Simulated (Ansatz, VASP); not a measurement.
# Ti: VASP beside Ansatz

Contents of INCAR:

```
ALGO     = Normal         # electronic algorithm
EDIFF    = 1E-6           # SCF threshold, eV
ENCUT    = 520            # plane-wave cutoff, eV
ISIF     = 2              # what is computed and relaxed
ISMEAR   = -1             # smearing method
LASPH    = True           # aspherical terms in the spheres
LCHARG   = False          # write CHGCAR
LREAL    = False          # projectors in reciprocal space
LWAVE    = False          # write WAVECAR
NBANDS   = 19             # bands
NELM     = 60             # most SCF steps
PREC     = Accurate       # precision mode
SIGMA    = 0.05           # smearing width, eV
```

KPOINTS

```
k-points
0
Gamma
  10 10 6
```

Contents of POSCAR:

```
Ti
1.0
    2.9500000000      0.0000000000      0.0000000000
   -1.4750000000      2.5547749412      0.0000000000
    0.0000000000      0.0000000000      4.6800000000
Ti
2
Direct
    0.6666666667      0.3333333333      0.7500000000
    0.3333333333      0.6666666667      0.2500000000
```

File input.yaml:

```yaml
crystal:
  lattice:
    - [2.95, 0.0, 0.0]
    - [-1.475, 2.5547749412, 0.0]
    - [0.0, 0.0, 4.68]
  atoms:
    - { symbol: Ti, position: [0.6666666667, 0.3333333333, 0.75] }
    - { symbol: Ti, position: [0.3333333333, 0.6666666667, 0.25] }
kpoints:
  mp_grid: { grid: [10, 10, 6] }
  band_path:
    path:
      - [0.0, 0.0, 0.0]
      - [0.5, 0.0, 0.0]
      - [0.3333333333, 0.3333333333, 0.0]
      - [0.0, 0.0, 0.0]
      - [0.0, 0.0, 0.5]
      - [0.5, 0.0, 0.5]
      - [0.3333333333, 0.3333333333, 0.5]
      - [0.0, 0.0, 0.5]
    npoints: 8
scf:
  occupations: { method: fermi_dirac, width: 0.05 }
hamiltonian:
  xc: lda
  pseudopotentials: { kind: all_electron, lapw: { basis_error: 0.001 } }
output:
  forces: true
  stress: true
  eigenvalues: true
```

Alike in both runs: functional LDA; k mesh 10 × 10 × 6; occupations fermi-dirac, width 0.05 eV; no spin polarisation.

|  | VASP | Ansatz |
| --- | --- | --- |
| version | VASP 6.6.1 | Ansatz 0.2.0 |
| potentials or method | VASP PAW LDA potentials, release 64 (Ti_sv), cutoff 520 eV | all-electron LAPW, scalar-relativistic |
| task | single point | band structure |

```tsv
	VASP	Ansatz	Ansatz less VASP
gap on the k mesh at the Fermi level (eV)	none	none	-
pressure (GPa)	-9.8	-9.8	+0.04
traceless stress, the component that is largest in VASP (GPa)	-0.47	-0.48	-0.003
```

LDA's correlation is that of Perdew and Zunger in VASP and of Perdew and Wang (1992) in Ansatz. A gap of «none» marks a metal or a gap that the smearing closes. Ansatz ran all-electron here, and VASP with PAW potentials.
